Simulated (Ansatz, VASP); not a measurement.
**CdF2 in VASP and in Ansatz**

```
CELL_PARAMETERS angstrom
0.00000 2.59260 2.59260
2.67342 0.00000 2.59260
2.67342 2.59260 0.00000
ATOMIC_POSITIONS crystal
Cd 0.00000 0.00000 0.00000
F 0.25000 0.25000 0.25000
F 0.75000 0.75000 0.75000
```

Alike in both runs: task single point; functional PBEsol; k mesh 8 × 8 × 8; occupations gaussian, width 0.02 eV; no spin polarisation.

|  | VASP | Ansatz |
| --- | --- | --- |
| version | VASP 6.6.1 | Ansatz 0.2.0 |
| potentials or method | VASP PAW PBE potentials, release 64 (Cd, F), cutoff 520 eV | scalar-relativistic, plane waves, PAW |
| valence electrons in the cell | 26 | 34 |

Ansatz gave:

- gap on the k mesh at the Fermi level (eV): 3.20
- least direct gap on the mesh (eV): 3.53
- pressure (GPa): 10.8
- traceless stress, the component that is largest in VASP (GPa): -2.37

**Question.** Which values does VASP return?

**Answer.** gap on the k mesh at the Fermi level (eV): 3.16; least direct gap on the mesh (eV): 3.49; pressure (GPa): 12.1; traceless stress, the component that is largest in VASP (GPa): -2.32.

VASP's potentials were made for PBE, not for PBEsol. The functional is the same, so the differences come from potentials, cutoffs and numerics. VASP's potentials hold 26 valence electrons a cell and Ansatz's 34, so a difference there can come from the potentials and not from the codes.
